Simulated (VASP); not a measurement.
The system is FeGe.

```
CELL_PARAMETERS angstrom
4.45169 0.00000 0.00000
0.00000 4.45169 0.00000
0.00000 0.00000 4.45169
ATOMIC_POSITIONS crystal
Fe 0.13522 0.13522 0.13522
Fe 0.36478 0.86478 0.63522
Fe 0.63522 0.36478 0.86478
Fe 0.86478 0.63522 0.36478
Ge 0.84186 0.84186 0.84186
Ge 0.65814 0.15814 0.34186
Ge 0.34186 0.65814 0.15814
Ge 0.15814 0.34186 0.65814
```

```yaml
Program: VASP 6.6.1
Task: relaxation of the atoms
Functional: PBE
Potentials_or_basis: VASP PAW PBE potentials, release 64 (Fe, Ge_d)
Cutoff: 520 eV
k_mesh: 10 × 10 × 10
Occupations: gaussian, width 0.03 eV
Spin: no spin polarisation
```

At the start: pressure 30.9 GPa; volume 11.03 Å³/atom.

Q: Where does the relaxation end?

A: Over 5 steps the energy falls by 4.4 meV/atom at a fixed cell; space group P2_13 (No. 198, to 0.1 Å) before and after.

Step by step:
| step | energy change (eV) | largest force (eV/Å) | pressure (GPa) |
| --- | --- | --- | --- |
| 1 | 0.0000 | 0.4973 | 30.94 |
| 2 | -0.0335 | 0.1024 | 30.29 |
| 3 | -0.0340 | 0.0912 | 30.20 |
| 4 | -0.0352 | 0.0162 | 30.03 |
| 5 | -0.0353 | 0.0011 | 29.98 |

Final structure:
```
Fe Ge
1.0
     4.45169    0.00000    0.00000
     0.00000    4.45169    0.00000
     0.00000    0.00000    4.45169
Fe Ge
4 4
Direct
  0.13931 0.13931 0.13931
  0.36069 0.86069 0.63931
  0.63931 0.36069 0.86069
  0.86069 0.63931 0.36069
  0.84061 0.84061 0.84061
  0.65939 0.15939 0.34061
  0.34061 0.65939 0.15939
  0.15939 0.34061 0.65939
```
